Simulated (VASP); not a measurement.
A run of VASP 6.6.1:

INCAR

```
SYSTEM = WC
  ALGO = Normal
  EDIFF = 1E-6
  ENCUT = 520
  GGA = PE
  ISIF = 2
  ISMEAR = -1
  LASPH = .TRUE.
  LCHARG = .FALSE.
  LREAL = Auto
  LWAVE = .FALSE.
  NBANDS = 86
  NELM = 100
  PREC = Accurate
  SIGMA = 0.24
```

Contents of KPOINTS:

```
k-points
0
G
  2 3 2
  0 0 0
```

Contents of POSCAR:

```
WC
1.0
   -3.0376710000     -5.2614010000      0.0000000000
    4.5565070000     -2.6307000000      0.0000000000
    0.0000000000      0.0000000000      5.9242650000
W C
8 8
Direct
    0.7598019971      0.5015307761     -0.0092332129
    0.7482984477      0.5213828255      0.4798569949
    0.4695873423     -0.0128054557      0.0070050884
    0.4774158738      0.0282524211      0.4877735888
    0.2388469053      0.5202534129     -0.0115457361
    0.2419152976      0.5250642837      0.5122154394
   -0.0010130169      0.0165088714      0.0089968967
   -0.0178953691      0.0281882057      0.5036405360
    0.4949727211      0.6331964991      0.2091567477
    0.4937214027      0.6982680345      0.7299470905
    0.2349575487      0.1777071191      0.2566394312
    0.2571399806      0.1792615839      0.7526503288
    0.0026865669      0.6872942160      0.2633744439
   -0.0015870226      0.6821188133      0.7605162835
    0.7334597055      0.1698689977      0.2404855286
    0.7341506333      0.1955901941      0.7330192015
```

Potentials or basis: VASP PAW PBE potentials, release 64 (W_sv, C).

Command:

```sh
$ cat potpaw_PBE.64/W_sv/POTCAR potpaw_PBE.64/C/POTCAR > POTCAR
$ mpirun -np 1 vasp_std > vasp.out
```

Hardware: 1 thread of Intel Xeon 8259CL (shared host).

Task: Estimate the wall time of this run.

Result: It took 8.2 min on 1 thread of Intel Xeon 8259CL, with other jobs on the host, peak memory 0.33 GiB. Counts: scf iterations 17, k points 8.
